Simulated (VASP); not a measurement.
Crystal: Nb3CdB.

```
Nb Cd B
1.0
     4.06539    0.00000    0.00000
     0.00000    4.23160    0.00000
     0.00000    0.00000    4.75522
Nb Cd B
3 1 1
Direct
  0.00000 0.00000 0.00000
  0.00000 0.50000 0.26775
  0.00000 0.50000 0.73225
  0.00000 0.00000 0.50000
  0.50000 0.50000 0.00000
```

The cell was built from a structure type or drawn by symmetry, and may not be a known phase.

- Program: VASP 6.6.1
- Task: relaxation of cell and atoms
- Functional: PBE
- Potentials or basis: VASP PAW PBE potentials, release 64 (Nb_sv, Cd, B)
- Cutoff: 600 eV
- k mesh: 4 × 4 × 4
- Occupations: gaussian, width 0.1 eV
- Spin: no spin polarisation

At the start: pressure 64.9 GPa; volume 16.36 Å³/atom.

Question: How do energy, volume and symmetry change on relaxing?

Answer: Over 26 steps the energy falls by 2186.9 meV/atom and the volume is 18.08 Å³/atom (+10.5 %); space group Pmmm (No. 47, to 0.1 Å) before and after.

Step by step:
```tsv
step	energy change (eV)	largest force (eV/Å)	pressure (GPa)	volume (Å³)
1	0.0000	4.7845	64.89	81.80
2	-2.1652	3.0251	-20.12	174.97
3	-7.9770	0.9909	-11.92	118.42
4	-8.0625	1.0130	-9.94	115.54
5	-8.0924	1.0840	-7.17	112.19
6	-9.5025	1.6487	-0.91	100.51
7	-9.8701	3.2184	4.87	94.84
8	-9.1114	7.1918	26.84	83.41
9	-9.9087	3.7784	7.38	92.95
10	-10.4185	3.0878	6.58	91.27
11	-10.5137	2.2242	8.60	88.12
12	-10.6042	2.4013	7.35	89.30
13	-10.8171	1.2281	1.51	92.02
14	-10.8614	0.5206	-2.42	94.23
15	-10.8615	0.5577	-2.22	94.10
16	-10.8833	0.4971	-1.53	93.29
17	-10.9089	0.2769	0.83	90.87
18	-10.9092	0.3065	0.56	91.12
19	-10.9182	0.1554	0.07	91.10
20	-10.9215	0.0194	-0.41	91.07
21	-10.9256	0.0359	-0.04	90.74
22	-10.9278	0.1217	0.58	90.22
23	-10.9310	0.1017	0.36	90.29
24	-10.9336	0.0436	-0.22	90.51
25	-10.9341	0.0620	-0.06	90.45
26	-10.9345	0.0180	-0.02	90.40
```

Final structure:
```
Nb Cd B
1.0
     3.03539    0.00000    0.00000
     0.00000    4.67225    0.00000
     0.00000    0.00000    6.37403
Nb Cd B
3 1 1
Cartesian
  0.0000 0.0000 0.0000
  0.0000 2.3361 1.5959
  0.0000 2.3361 4.7781
  0.0000 0.0000 3.1870
  1.5177 2.3361 0.0000
```

Caveat: the k points lie up to 0.52 Å⁻¹ apart in the final cell, too coarse for converged energies and pressures of a metal; a cell axis changed by over 15 % at a fixed basis, so the end point is rough.
